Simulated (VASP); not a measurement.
# HfIn4SiO6: single point with PBE+U

The system is HfIn4SiO6.

```
CELL_PARAMETERS angstrom
2.71585 -4.70357 0.00833
2.71585 4.70357 0.00833
-1.87915 0.00000 7.40127
ATOMIC_POSITIONS crystal
Hf 0.78835 0.21165 0.00000
In 0.62175 0.37825 0.50000
In 0.45502 0.54498 0.00000
In 0.28407 0.71593 0.50000
In 0.95814 0.04186 0.50000
Si 0.12168 0.87832 0.00000
O 0.06219 0.11415 0.86666
O 0.88585 0.93781 0.13334
O 0.79490 0.53784 0.86663
O 0.46216 0.20510 0.13337
O 0.15352 0.62879 0.13333
O 0.37121 0.84648 0.86667
```

- Program: VASP 6.6.1
- Task: single point
- Functional: PBE
- Potentials or basis: VASP PAW PBE potentials, release 64 (Hf_pv, In_d, Si, O)
- Cutoff: 520 eV
- k mesh: 4 × 4 × 3
- Occupations: fermi-dirac, width 0.05 eV
- Spin: no spin polarisation
- Hubbard terms: Hf d U = 6.0 eV

```json
{
  "Pressure": "1.9 GPa",
  "Largest force": "0.490 eV/Å",
  "Band gap on the k mesh": "zero (band 51 reaches 7.95 eV, above the bottom of band 52 at 6.76 eV)"
}
```

Forces in eV/Å, atoms in the order of the input:
```
Hf   0.000  0.014  0.000
In   0.000  0.048  0.000
In   0.000  0.006  0.000
In   0.000 -0.075  0.000
In   0.000  0.027  0.000
Si   0.000  0.003  0.000
O    0.198 -0.352 -0.278
O   -0.198 -0.352  0.278
O    0.190  0.327 -0.271
O   -0.190  0.327  0.271
O    0.389  0.013  0.271
O   -0.389  0.013 -0.271
```

Stress tensor (GPa, compression positive):
```
2.29 0.00 0.03
0.00 2.32 0.00
0.03 0.00 1.22
```

Levels at points of the mesh, in eV from the Fermi level:
```csv
k point,band 47,band 48,band 49,band 50,band 51,band 52,band 53,band 54,band 55,band 56
"(0.00, 0.00, 0.00)",-3.79,-3.68,-0.97,-0.77,-0.40,-0.35,-0.16,-0.13,0.49,0.80
"(0.50, 0.00, 0.00)",-3.73,-3.67,-3.49,-2.39,-2.08,1.33,1.57,2.20,2.60,2.89
"(0.50, 0.50, 0.00)",-3.81,-3.73,-3.61,-2.32,-1.86,1.53,1.61,2.08,2.34,2.80
```

Eigenvalues of the final occupation matrices:
```csv
site,spin,trace,eigenvalues
site 1 d,1,0.61,0.06 0.07 0.07 0.21 0.21
site 1 d,2,0.61,0.06 0.07 0.07 0.21 0.21
```

Wall time 2.6 min on 1 thread of Intel(R) Xeon(R) Platinum 8559C (Emerald Rapids), with other jobs on the host, peak memory 0.41 GiB.

Caveat: spin-orbit coupling is left out, which moves the levels of the heavy elements; U without spin polarisation on a metal has little footing.
